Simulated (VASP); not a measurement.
**Sc2AlN3: single point with PBE**

The system is Sc2AlN3.

```
Sc Al N
1.0
     4.07110    0.00000    0.00000
    -2.03555    3.52568    0.00000
     0.00000    0.00000    6.48540
Sc Al N
2 1 3
Direct
  0.33333 0.66667 0.25219
  0.66667 0.33333 0.74781
  0.00000 0.00000 0.00000
  0.33333 0.66667 0.64400
  0.66667 0.33333 0.35600
  0.00000 0.00000 0.50000
```

```
Program                : VASP 6.6.1
Task                   : single point
Functional             : PBE
Potentials or basis    : VASP PAW PBE potentials, release 64 (Sc_sv, Al, N)
Cutoff                 : 520 eV
k mesh                 : 6 × 6 × 4
Occupations            : gaussian, width 0.1 eV
Spin                   : no spin polarisation
Dipole correction      : no
Further INCAR settings : ALGO = Normal; EDIFF = 1e-06; NBANDS = 29
```

| Quantity | Value |
| --- | --- |
| Pressure | -15.2 GPa |
| Largest force | 4.051 eV/Å |
| Band gap on the k mesh | zero (band 20 reaches 4.13 eV, above the bottom of band 21 at 3.76 eV) |

Forces in eV/Å, atoms in the order of the input:
```
Sc   0.000  0.000  4.051
Sc   0.000  0.000 -4.051
Al   0.000  0.000  0.000
N    0.000  0.000  1.229
N    0.000  0.000 -1.229
N    0.000  0.000  0.000
```

Stress tensor (GPa, compression positive):
```
-14.98   0.00   0.00
  0.00 -14.98   0.00
  0.00   0.00 -15.48
```

Levels at points of the mesh, in eV from the Fermi level:
```
           k point  band 17  band 18  band 19  band 20  band 21  band 22  band 23  band 24
(0.00, 0.00, 0.00)    -2.45    -1.82    -0.72    -0.17    -0.17     1.50     1.50     2.09
(0.50, 0.00, 0.00)    -1.76    -1.06    -0.64    -0.04     0.09     0.43     0.90     1.24
(0.00, 0.00, 0.50)    -2.57    -1.49    -0.05     0.07     0.07     1.45     1.96     1.96
(0.50, 0.00, 0.50)    -1.67    -1.11    -0.46     0.19     0.20     0.41     0.56     0.87
```

Wall time 41 s on 1 thread of Intel(R) Xeon(R) 6975P-C (Granite Rapids) (shared host), peak memory 0.22 GiB.

Caveat: forces of over 1 eV/Å act on the atoms, so gaps and moduli don't describe the material at rest.
